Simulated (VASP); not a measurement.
The system is BP.

```
P B
1.0
     0.00000    2.25377    2.25377
     2.25377    0.00000    2.25377
     2.25377    2.25377    0.00000
P B
1 1
Direct
  0.75000 0.75000 0.75000
  0.00000 0.00000 0.00000
```

Base run:

```yaml
Program: VASP 6.6.1
Functional: r2SCAN
Potentials_or_basis: VASP PAW PBE potentials, release 64 (P, B)
Cutoff: 520 eV
k_mesh: 10 × 10 × 10
Occupations: fermi-dirac, width 0.05 eV
Spin: no spin polarisation
```

Its results: band gap on the k mesh 1.42 eV, indirect (least direct gap 3.67 eV); pressure 2.8 GPa.

Q: The run is repeated on the same cell with these changes: functional from r2SCAN to PBEsol. What comes out?

A: Band gap on the k mesh 1.10 eV, indirect (least direct gap 3.39 eV); pressure 1.5 GPa.

r2SCAN gives the wider gap, since meta-GGAs in the generalised Kohn-Sham scheme recover part of the derivative discontinuity.

Caveats: the PAW data sets were made with another functional, which shifts forces and pressure a little.

A k mesh can miss the band edges.
